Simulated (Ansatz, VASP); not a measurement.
# One calculation of ZnSe, two programs

```
Zn Se
1.0
     0.00000    2.86592    2.86592
     2.86592    0.00000    2.86592
     2.86592    2.86592    0.00000
Zn Se
1 1
Cartesian
  0.0000 0.0000 0.0000
  1.4330 1.4330 1.4330
```

Alike in both runs: task relaxation of cell and atoms; functional PBEsol; k mesh 8 × 8 × 8; occupations gaussian, width 0.02 eV; no spin polarisation.

|  | VASP | Ansatz |
| --- | --- | --- |
| version | VASP 6.6.1 | Ansatz 0.2.0 |
| potentials or method | VASP PAW PBE potentials, release 64 (Zn, Se), cutoff 600 eV | scalar-relativistic, plane waves, PAW |
| valence electrons in the cell | 18 | 28 |

Ansatz gave:

```
gap on the k mesh at the Fermi level, each at its own relaxed structure (eV) : 1.24
relaxed volume (Å³/atom)                                                     : 22.35
relaxed cell length with the largest relative difference (Å)                 : 3.984
```

What did VASP give for the same quantities?

gap on the k mesh at the Fermi level, each at its own relaxed structure (eV): 1.23; relaxed volume (Å³/atom): 22.43; relaxed cell length with the largest relative difference (Å): 3.988.

VASP's potentials were made for PBE, not for PBEsol. VASP's potentials hold 18 valence electrons a cell and Ansatz's 28, so a difference there can come from the potentials and not from the codes.
